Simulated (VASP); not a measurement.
**Ti: single point with LDA**

Ti:

```
Ti
1.0
     0.00000    4.06000    4.06000
     4.06000    0.00000    4.06000
     2.03000    2.03000    0.00000
Ti
4
Direct
  0.96799 0.02506 0.03064
  0.01350 0.47392 0.04446
  0.49768 0.99586 0.98876
  0.52083 0.50515 0.93615
```

```
Program             : VASP 6.6.1
Task                : single point
Functional          : LDA
Potentials or basis : VASP PAW LDA potentials, release 64 (Ti_sv)
Cutoff              : 520 eV
k mesh              : 4 × 4 × 8
Occupations         : fermi-dirac, width 0.08 eV
Spin                : no spin polarisation
```

```
Pressure               : -3.9 GPa
Largest force          : 0.946 eV/Å
Band gap on the k mesh : zero (band 24 reaches 9.02 eV, above the bottom of band 25 at 8.01 eV)
```

Forces in eV/Å, atoms in the order of the input:
```
Ti  -0.634  0.657 -0.247
Ti   0.173 -0.455  0.627
Ti   0.159 -0.181 -0.004
Ti   0.302 -0.022 -0.376
```

Stress tensor (GPa, compression positive):
```
-4.26 -0.60 -0.68
-0.60 -3.90 -0.37
-0.68 -0.37 -3.46
```

Levels at points of the mesh, in eV from the Fermi level:
| k point | band 21 | band 22 | band 23 | band 24 | band 25 | band 26 | band 27 | band 28 |
| --- | --- | --- | --- | --- | --- | --- | --- | --- |
| (0.00, 0.00, 0.00) | -1.79 | 0.51 | 0.56 | 0.65 | 0.73 | 0.80 | 0.82 | 0.90 |
| (0.50, 0.00, 0.00) | -1.12 | -0.90 | -0.29 | 0.08 | 0.40 | 0.56 | 1.06 | 1.09 |
| (0.00, 0.50, 0.00) | -1.23 | -0.89 | -0.24 | 0.08 | 0.43 | 0.70 | 1.00 | 1.08 |
| (0.50, 0.50, 0.00) | -0.97 | -0.63 | -0.54 | -0.31 | -0.17 | 0.29 | 0.88 | 1.34 |
| (0.00, 0.00, 0.50) | -1.81 | -1.79 | 0.62 | 0.65 | 0.71 | 0.77 | 0.86 | 0.92 |
| (0.50, 0.00, 0.50) | -1.32 | -1.18 | -0.83 | -0.75 | 0.24 | 0.40 | 0.52 | 0.71 |
| (0.00, 0.50, 0.50) | -1.24 | -1.15 | -0.90 | -0.80 | 0.19 | 0.33 | 0.49 | 0.73 |
| (0.50, 0.50, 0.50) | -0.79 | -0.60 | -0.43 | -0.33 | -0.29 | -0.16 | -0.01 | 0.21 |

Run time: 3.9 min on 1 thread of Intel(R) Xeon(R) Platinum 8259CL CPU @ 2.50GHz (Skylake/Cascade Lake), with other jobs on the host, peak memory 0.24 GiB.
